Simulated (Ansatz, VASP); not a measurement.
Si2Mo in VASP and in Ansatz

File INCAR:

```
SYSTEM = Si2Mo
ALGO = Normal
EDIFF = 1E-6
ENCUT = 520
GGA = PS
ISIF = 2
ISMEAR = 0
LASPH = .True.
LCHARG = .False.
LREAL = Auto
LWAVE = .False.
NBANDS = 81
NELM = 80
PREC = Accurate
SIGMA = 0.15
```

KPOINTS

```
k-points
0
Gamma
  10 10 3
  0 0 0
```

POSCAR

```
Si2Mo
1.0
   -4.5744403910      0.0000000000      0.0000000000
   -2.2872201955     -3.9615815867      0.0000000000
    0.0000000000      0.0000000000     13.1331144996
Si Mo
12 6
Direct
    0.6716638696      0.1641680652      0.4166666667
    0.6716638696      0.1641680652      0.9166666667
    0.8358319348      0.8358319348      0.0833333333
    0.8358319348      0.8358319348      0.5833333333
    0.8358319348      0.3283361304      0.2500000000
    0.8358319348      0.3283361304      0.7500000000
    0.3283361304      0.8358319348      0.4166666667
    0.3283361304      0.8358319348      0.9166666667
    0.1641680652      0.1641680652      0.0833333333
    0.1641680652      0.1641680652      0.5833333333
    0.1641680652      0.6716638696      0.2500000000
    0.1641680652      0.6716638696      0.7500000000
    0.5000000000      1.0000000000      0.2500000000
    0.5000000000      1.0000000000      0.7500000000
    0.5000000000      0.5000000000      0.0833333333
    0.5000000000      0.5000000000      0.5833333333
    0.0000000000      0.5000000000      0.4166666667
    0.0000000000      0.5000000000      0.9166666667
```

Input for Ansatz:

```yaml
crystal:
  lattice:
    - [-4.574440391, 0.0, 0.0]
    - [-2.2872201955, -3.9615815867, 0.0]
    - [0.0, 0.0, 13.1331144996]
  atoms:
    - { symbol: Si, position: [0.6716638696, 0.1641680652, 0.4166666667] }
    - { symbol: Si, position: [0.6716638696, 0.1641680652, 0.9166666667] }
    - { symbol: Si, position: [0.8358319348, 0.8358319348, 0.0833333333] }
    - { symbol: Si, position: [0.8358319348, 0.8358319348, 0.5833333333] }
    - { symbol: Si, position: [0.8358319348, 0.3283361304, 0.25] }
    - { symbol: Si, position: [0.8358319348, 0.3283361304, 0.75] }
    - { symbol: Si, position: [0.3283361304, 0.8358319348, 0.4166666667] }
    - { symbol: Si, position: [0.3283361304, 0.8358319348, 0.9166666667] }
    - { symbol: Si, position: [0.1641680652, 0.1641680652, 0.0833333333] }
    - { symbol: Si, position: [0.1641680652, 0.1641680652, 0.5833333333] }
    - { symbol: Si, position: [0.1641680652, 0.6716638696, 0.25] }
    - { symbol: Si, position: [0.1641680652, 0.6716638696, 0.75] }
    - { symbol: Mo, position: [0.5, 1.0, 0.25] }
    - { symbol: Mo, position: [0.5, 1.0, 0.75] }
    - { symbol: Mo, position: [0.5, 0.5, 0.0833333333] }
    - { symbol: Mo, position: [0.5, 0.5, 0.5833333333] }
    - { symbol: Mo, position: [0.0, 0.5, 0.4166666667] }
    - { symbol: Mo, position: [0.0, 0.5, 0.9166666667] }
basis:
  ecutwfc: 420
kpoints:
  mp_grid: { grid: [10, 10, 3] }
hamiltonian:
  xc: pbesol
scf:
  occupations: { method: gaussian, width: 0.15 }
output:
  forces: true
  stress: true
  eigenvalues: true
  write_density: true
  write_potential: true
  elf: true
  volumetric_format: npy
```

Alike in both runs: task single point; functional PBEsol; k mesh 10 × 10 × 3; occupations gaussian, width 0.15 eV; no spin polarisation.

|  | VASP | Ansatz |
| --- | --- | --- |
| version | VASP 6.6.1 | Ansatz 0.2.0 |
| potentials or method | VASP PAW PBE potentials, release 64 (Si, Mo_sv), cutoff 520 eV | scalar-relativistic, plane waves, PAW |
| valence electrons in the cell | 132 | 132 |

```csv
,VASP,Ansatz,Ansatz less VASP
gap on the k mesh at the Fermi level (eV),0.03,0.04,+0.003
least direct gap on the mesh (eV),0.03,0.04,+0.003
pressure (GPa),0.4,0.0,-0.38
```

VASP's potentials were made for PBE, not for PBEsol.
